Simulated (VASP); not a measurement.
Input of a VASP 6.6.1 run:

File INCAR:

```
SYSTEM = ScHO2
PREC     = Accurate       ! precision mode
ENCUT    = 600            ! plane-wave cutoff, eV
EDIFF    = 1E-6           ! SCF threshold, eV
ISMEAR   = 0              ! smearing method
SIGMA    = 0.05           ! smearing width, eV
LREAL    = .False.        ! projectors in reciprocal space
LASPH    = .True.         ! aspherical terms in the spheres
NELM     = 100            ! most SCF steps
ALGO     = Normal         ! electronic algorithm
ISIF     = 3              ! what is computed and relaxed
LWAVE    = .False.        ! write WAVECAR
LCHARG   = .False.        ! write CHGCAR
GGA      = PS             ! functional
IBRION   = 2              ! ionic algorithm
NSW      = 100            ! ionic steps
EDIFFG   = -0.008         ! ionic threshold
```

The input KPOINTS:

```
regular mesh
0
Gamma
  12 12 4
  0 0 0
```

Contents of POSCAR:

```
ScHO2
1.0
    3.1937797594      0.0000000000      0.0000000000
   -1.5968898797      2.7658944057      0.0000000000
    0.0000000000      0.0000000000      8.9769554572
Sc H O
2 2 4
Direct
    0.0000000000      0.0000000000      0.5011011387
    0.0000000000      0.0000000000      0.0011011387
    0.6666666667      0.3333333333      0.7667094513
    0.3333333333      0.6666666667      0.2667094513
    0.6666666667      0.3333333333      0.6129273497
    0.6666666667      0.3333333333      0.8829257775
    0.3333333333      0.6666666667      0.1129273497
    0.3333333333      0.6666666667      0.3829257775
```

Potentials or basis: VASP PAW PBE potentials, release 64 (Sc_sv, H, O).

Launch:

```bash
$ cat potpaw_PBE.64/Sc_sv/POTCAR potpaw_PBE.64/H/POTCAR potpaw_PBE.64/O/POTCAR > POTCAR
$ mpirun -np 1 vasp_std > vasp.out
```

**Question.** Predict the band gap on the k mesh.

**Answer.** 4.27 eV, indirect (least direct gap 4.63 eV).

**Question.** Predict the relaxed cell.

**Answer.** a = 3.203 Å, b = 3.203 Å, c = 9.237 Å, α = 90.00°, β = 90.00°, γ = 120.00°.

**Question.** Estimate the relaxed volume.

**Answer.** 10.26 Å³/atom.

**Question.** Estimate the space group after relaxing (to 0.05 Å).

**Answer.** P6_3mc (No. 186).

Final structure:
```
Sc H O
1.0
     3.20345    0.00000    0.00000
    -1.60173    2.77427    0.00000
     0.00000    0.00000    9.23696
Sc H O
2 2 4
Direct
  0.00000 0.00000 0.50562
  0.00000 0.00000 0.00562
  0.66667 0.33333 0.77033
  0.33333 0.66667 0.27033
  0.66667 0.33333 0.60521
  0.66667 0.33333 0.88251
  0.33333 0.66667 0.10521
  0.33333 0.66667 0.38251
```

Caveat: the cell differs from its parent crystal (mode 1 (-750.6 1/cm) frozen in at 0.15 Å); the PAW data sets were made with another functional, which shifts forces and pressure a little. A k mesh can miss the band edges.
